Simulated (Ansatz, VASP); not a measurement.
# HPbNO4: VASP beside Ansatz

File INCAR:

```
PREC = Accurate
ENCUT = 600
EDIFF = 1E-7
ISMEAR = -1
SIGMA = 0.05
LREAL = False
LASPH = True
NELM = 100
ALGO = Normal
ISIF = 3
LWAVE = False
LCHARG = False
GGA = PE
IBRION = 2
NSW = 60
EDIFFG = -0.01
```

Contents of KPOINTS:

```
Automatic mesh
0
Gamma
  5 5 3
```

File POSCAR:

```
HPbNO4
1.0
    4.2040700000      0.0000000000      0.0000000000
    2.0217200000      3.8395200000      0.0000000000
    2.0468600000      1.2790000000      6.2813200000
H Pb N O
1 1 1 4
Direct
    0.8914500000      0.6820200000      0.6279600000
    0.1442600000      0.9287200000      0.8835200000
    0.2567000000      0.2886100000      0.3017100000
    0.8310800000      0.6505600000      0.7840500000
    0.3869400000      0.2238000000      0.1129500000
    0.3110400000      0.0357600000      0.4585600000
    0.0772600000      0.6063300000      0.3227500000
```

Contents of input.yaml:

```yaml
crystal:
  lattice:
    - [4.20407, 0.0, 0.0]
    - [2.02172, 3.83952, 0.0]
    - [2.04686, 1.279, 6.28132]
  atoms:
    - { symbol: H, position: [0.89145, 0.68202, 0.62796] }
    - { symbol: Pb, position: [0.14426, 0.92872, 0.88352] }
    - { symbol: "N", position: [0.2567, 0.28861, 0.30171] }
    - { symbol: O, position: [0.83108, 0.65056, 0.78405] }
    - { symbol: O, position: [0.38694, 0.2238, 0.11295] }
    - { symbol: O, position: [0.31104, 0.03576, 0.45856] }
    - { symbol: O, position: [0.07726, 0.60633, 0.32275] }
hamiltonian:
  xc: pbe
  pseudopotentials: { kind: paw }
kpoints:
  mp_grid: { grid: [5, 5, 3] }
scf:
  occupations: { method: fermi_dirac, width: 0.05 }
output:
  forces: true
  stress: true
  eigenvalues: true
relax:
  f_tol: 0.01
  max_steps: 40
  cell: { stress_tol: 0.05 }
```

Alike in both runs: task relaxation of cell and atoms; functional PBE; k mesh 5 × 5 × 3; occupations fermi-dirac, width 0.05 eV; no spin polarisation.

```csv
,VASP,Ansatz
version,VASP 6.6.1,Ansatz 0.2.0
potentials or method,"VASP PAW PBE potentials, release 64 (H, Pb_d, N, O)",Ansatz PAW
plane-wave cutoff (eV),600,420
valence electrons in the cell,44,44
```

|  | VASP | Ansatz | Ansatz less VASP |
| --- | --- | --- | --- |
| gap on the k mesh at the Fermi level, each at its own relaxed structure (eV) | 2.76 | 2.87 | +0.112 |
| relaxed volume (Å³/atom) | 14.31 | 14.48 | +0.178 |
| relaxed cell length with the largest relative difference (Å) | 4.314 | 4.339 | +0.0249 |

Spin-orbit coupling is off throughout. Noted on VASP's run: the standard files for N, O and F lose accuracy on very short bonds. Noted on Ansatz's run: odd divisions of the mesh miss points on the zone boundary, where band edges often lie, so the gap on the mesh can be too wide; the plane-wave basis is chosen anew once the cell has moved, so the energies of steps on either side of that aren't comparable.
